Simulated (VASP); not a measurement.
# Ta4O (P4/mmm) in VASP: a series of runs, part 2 of 2

VASP 6.6.1. The steps go on from the part before.

### 3 Single point, PBE (strain -0.0750 x Voigt [0, 0, 1, 0, 0, 0])

The input, INCAR:

```
SYSTEM = Ta4O
ALGO = Normal
EDIFF = 1E-7
ENCUT = 520
GGA = PE
ISIF = 2
ISMEAR = 0
LASPH = .TRUE.
LCHARG = .TRUE.
LELF = .TRUE.
LREAL = .FALSE.
LVHAR = .TRUE.
LWAVE = .FALSE.
NBANDS = 33
NELM = 60
PREC = Accurate
SIGMA = 0.15
```

The input, KPOINTS:

```
k-points
0
G
  14 14 8
  0 0 0
```

The input, POSCAR:

```
Ta4O
1.0
    3.2547070451      0.0000000000      0.0000000000
    0.0000000000      3.2547070451      0.0000000000
    0.0000000000      0.0000000000      6.8407326610
Ta O
4 1
Direct
    0.0000000000      0.0000000000      0.5000000000
    0.5000000000      0.5000000000      0.7829127297
    0.5000000000      0.5000000000      0.2170872703
    0.0000000000      0.0000000000      0.0000000000
    0.5000000000      0.5000000000      0.5000000000
```

Potentials or basis: VASP PAW PBE potentials, release 64 (Ta_pv, O).

Started as:

```sh
cat potpaw_PBE.64/Ta_pv/POTCAR potpaw_PBE.64/O/POTCAR > POTCAR
mpirun -np 1 vasp_std > vasp.out
```

OUTCAR:

```text
SYSTEM = Ta4O
   EDIFF = 1E-7
   ENCUT = 520
   GGA = PE
   ISIF = 2
   ISMEAR = 0
   LASPH = .TRUE.
   LREAL = .FALSE.
   NELM = 60
   PREC = Accurate

 ion  position               nearest neighbor table
   1  0.000  0.000  0.500-   5 2.30   5 2.30   5 2.30   5 2.30   3 3.01   3 3.01   2 3.01   3 3.01
                             2 3.01   2 3.01   3 3.01   2 3.01   4 3.42   4 3.42
   2  0.500  0.500  0.783-   5 1.94   4 2.74   4 2.74   4 2.74   4 2.74   3 2.97   1 3.01   1 3.01
[... 1074 lines left out ...]
  --------------------------------------------------------------------------------------
  -------------------------------------------------------------------------------------
  Total        6.8957195      6.8957195     21.4315292      0.0000000     -0.0000000      0.0000000
  in kB      152.4627474    152.4627474    473.8461071      0.0000000     -0.0000000      0.0000000
  external PRESSURE =     259.5905339 kB  Pullay stress =       0.0000000 kB

 VOLUME and BASIS-vectors are now :
 -----------------------------------------------------------------------------
  energy-cutoff  :      520.00
  volume of cell :       72.46
      direct lattice vectors                 reciprocal lattice vectors
     3.254707045  0.000000000  0.000000000     0.307247315  0.000000000  0.000000000
     0.000000000  3.254707045  0.000000000     0.000000000  0.307247315  0.000000000
     0.000000000  0.000000000  6.840732661     0.000000000  0.000000000  0.146183172

 POSITION                                       TOTAL-FORCE (eV/Angst)
 -----------------------------------------------------------------------------------
      0.00000      0.00000      3.42037         0.000000      0.000000      0.000000
      1.62735      1.62735      5.35570        -0.000000     -0.000000      1.768219
      1.62735      1.62735      1.48504        -0.000000     -0.000000     -1.768219
      0.00000      0.00000      0.00000         0.000000      0.000000      0.000000
      1.62735      1.62735      3.42037         0.000000      0.000000      0.000000
 -----------------------------------------------------------------------------------
    total drift:                                0.000000     -0.000000      0.000000

  FREE ENERGIE OF THE ION-ELECTRON SYSTEM (eV)
  ---------------------------------------------------
  free  energy   TOTEN  =       -54.3078616446 eV

  energy  without entropy=      -54.2810925267  energy(sigma->0) =      -54.29447709
```

OSZICAR:

```text
N       E                     dE             d eps       ncg     rms          rms(c)
DAV:   1     0.502308891110E+03    0.50231E+03   -0.27712E+04 11888   0.160E+03
DAV:   2    -0.320393161898E+02   -0.53435E+03   -0.51782E+03 13290   0.475E+02
DAV:   3    -0.582352156238E+02   -0.26196E+02   -0.25559E+02 15070   0.976E+01
DAV:   4    -0.587319911419E+02   -0.49678E+00   -0.49289E+00 14467   0.130E+01
DAV:   5    -0.587432382433E+02   -0.11247E-01   -0.11229E-01 15418   0.156E+00    0.365E+01
DAV:   6    -0.556161743109E+02    0.31271E+01   -0.24700E+01 15548   0.359E+01    0.188E+01
DAV:   7    -0.553916273316E+02    0.22455E+00   -0.17806E+01 16158   0.190E+01    0.119E+01
DAV:   8    -0.543325751835E+02    0.10591E+01   -0.39457E+00 15263   0.136E+01    0.269E+00
DAV:   9    -0.543086884843E+02    0.23887E-01   -0.39786E-01 15017   0.439E+00    0.729E-01
DAV:  10    -0.543080170780E+02    0.67141E-03   -0.27204E-02 14115   0.109E+00    0.414E-01
DAV:  11    -0.543080489233E+02   -0.31845E-04   -0.49694E-03 16135   0.527E-01    0.962E-02
DAV:  12    -0.543079073200E+02    0.14160E-03   -0.18122E-03 15577   0.326E-01    0.672E-02
DAV:  13    -0.543078745094E+02    0.32811E-04   -0.15744E-04 15405   0.986E-02    0.275E-02
DAV:  14    -0.543078625009E+02    0.12008E-04   -0.66194E-05 16174   0.526E-02    0.550E-03
DAV:  15    -0.543078619145E+02    0.58645E-06   -0.40069E-06 14031   0.136E-02    0.211E-03
DAV:  16    -0.543078616297E+02    0.28476E-06   -0.29420E-07 12777   0.351E-03    0.116E-03
DAV:  17    -0.543078616446E+02   -0.14871E-07   -0.81028E-08  8680   0.203E-03
   1 F= -.54307862E+02 E0= -.54294477E+02  d E =-.267691E-01
```

stdout:

```text
POSCAR found type information on POSCAR TaO
 POSCAR found :  2 types and       5 ions
 scaLAPACK will be used
 LDA part: xc-table for (Slater+PW92), standard interpolation
 POSCAR, INCAR and KPOINTS ok, starting setup
 FFT: planning ... GRIDC
 FFT: planning ... GRID_SOFT
 FFT: planning ... GRID
 WAVECAR not read
 entering main loop
```

Run time: 6 min. Hardware: 1 thread of Intel Xeon 6975P-C, shared host; peak memory 0.43 GiB.

Results:

```yaml
Free_energy: -54.3079 eV
Pressure: 26.0 GPa
Largest_force: 1.768 eV/Å
Band_gap_on_the_k_mesh: zero (band 25 reaches 7.66 eV, above the bottom of band 26 at 6.66 eV)
```

Forces on the atoms (eV/Å):
```
Ta   0.000  0.000  0.000
Ta   0.000  0.000  1.768
Ta   0.000  0.000 -1.768
Ta   0.000  0.000  0.000
O    0.000  0.000  0.000
```

Stress tensor (GPa, compression positive):
```
15.25  0.00  0.00
 0.00 15.25  0.00
 0.00  0.00 47.38
```

Levels at points of the mesh, in eV from the Fermi level:
| k point | band 23 | band 24 | band 25 | band 26 | band 27 | band 28 |
| --- | --- | --- | --- | --- | --- | --- |
| (0.00, 0.00, 0.00) | -0.50 | -0.50 | -0.22 | -0.04 | 1.01 | 1.01 |
| (0.50, 0.00, 0.00) | -0.82 | -0.58 | 0.47 | 0.75 | 0.84 | 1.98 |
| (0.50, 0.50, 0.00) | -1.36 | -0.51 | -0.51 | 1.27 | 2.79 | 2.97 |
| (0.00, 0.00, 0.50) | -0.81 | -0.15 | 0.06 | 0.45 | 0.56 | 1.00 |
| (0.50, 0.00, 0.50) | -1.32 | -0.84 | -0.25 | 0.84 | 2.05 | 2.20 |
| (0.50, 0.50, 0.50) | -1.32 | 0.01 | 0.01 | 1.31 | 2.31 | 2.31 |

Caveat: the cell differs from its parent crystal (strain -0.0750 x Voigt [0, 0, 1, 0, 0, 0]); spin-orbit coupling is left out, which moves the levels of the heavy elements; forces of over 1 eV/Å act on the atoms, so gaps and moduli don't describe the material at rest.

### 4 Single point, PBE (strain -0.0500 x Voigt [0, 0, 1, 0, 0, 0])

The input, INCAR:

```
SYSTEM = Ta4O
PREC = Accurate
ENCUT = 520
EDIFF = 1E-7
ISMEAR = 0
SIGMA = 0.15
LREAL = .False.
LASPH = .True.
NELM = 80
ALGO = Normal
ISIF = 2
LWAVE = .False.
LCHARG = .False.
GGA = PE
NBANDS = 33
```

The input, KPOINTS:

```
regular mesh
0
Gamma
  14 14 8
  0 0 0
```

Changes to POSCAR since step 3:

```diff
@@ -4,3 +4,3 @@
     0.0000000000      3.2547070451      0.0000000000
-    0.0000000000      0.0000000000      6.8407326610
+    0.0000000000      0.0000000000      7.0256173275
 Ta O
```

Started as:

```sh
cat potpaw_PBE.64/Ta_pv/POTCAR potpaw_PBE.64/O/POTCAR > POTCAR
mpirun -np 1 vasp_std > vasp.out
```

Run time: 6.5 min. Hardware: 1 thread of Intel Xeon 6975P-C, shared host; peak memory 0.43 GiB.

The run converged. Its results:

| Property | Result |
| --- | --- |
| Free energy | -54.7669 eV |
| Pressure | 15.7 GPa |
| Largest force | 0.990 eV/Å |
| Band gap on the k mesh | zero (band 25 reaches 7.42 eV, above the bottom of band 26 at 6.38 eV) |

Forces in eV/Å, atoms in the order of the input:
```
Ta   0.000  0.000  0.000
Ta   0.000  0.000  0.990
Ta   0.000  0.000 -0.990
Ta   0.000  0.000  0.000
O    0.000  0.000  0.000
```

Stress tensor (GPa, compression positive):
```
 9.52  0.00  0.00
 0.00  9.52  0.00
 0.00  0.00 28.18
```

Levels at points of the mesh, in eV from the Fermi level:
| k point | band 22 | band 23 | band 24 | band 25 | band 26 | band 27 | band 28 | band 29 |
| --- | --- | --- | --- | --- | --- | --- | --- | --- |
| (0.00, 0.00, 0.00) | -1.59 | -0.50 | -0.50 | -0.19 | 0.15 | 1.01 | 1.01 | 1.54 |
| (0.50, 0.00, 0.00) | -1.11 | -0.94 | -0.63 | 0.35 | 0.80 | 0.85 | 1.73 | 1.87 |
| (0.50, 0.50, 0.00) | -1.42 | -1.42 | -0.57 | -0.57 | 1.41 | 2.73 | 2.88 | 2.88 |
| (0.00, 0.00, 0.50) | -0.72 | -0.72 | -0.31 | 0.09 | 0.57 | 0.74 | 0.88 | 0.88 |
| (0.50, 0.00, 0.50) | -1.47 | -1.23 | -0.71 | -0.42 | 0.90 | 1.86 | 1.89 | 2.15 |
| (0.50, 0.50, 0.50) | -1.46 | -1.46 | 0.01 | 0.01 | 1.43 | 2.14 | 2.14 | 3.03 |

Caveat: the cell differs from its parent crystal (strain -0.0500 x Voigt [0, 0, 1, 0, 0, 0]); spin-orbit coupling is left out, which moves the levels of the heavy elements.

### 5 Overview

```csv
cell,gap on the mesh (eV),pressure (GPa),largest force (eV/Å)
"a = 3.255, b = 3.255, c = 6.656 Å, 5 atoms",none,38.3,2.78
"a = 3.255, b = 3.255, c = 6.841 Å, 5 atoms",none,26.0,1.77
"a = 3.255, b = 3.255, c = 7.026 Å, 5 atoms",none,15.7,0.99
```

Alike in all rows: task single point; level PBE; potentials or basis VASP PAW PBE potentials, release 64 (Ta_pv, O); no spin polarisation; k mesh 14 × 14 × 8; cutoff (eV) 520; smearing gaussian 0.15 eV.

Caveats: spin-orbit coupling is left out, which moves the levels of the heavy elements; forces of over 1 eV/Å act on the atoms, so gaps and moduli don't describe the material at rest (some runs).

Absolute energies hang on the potentials; compare differences alone.
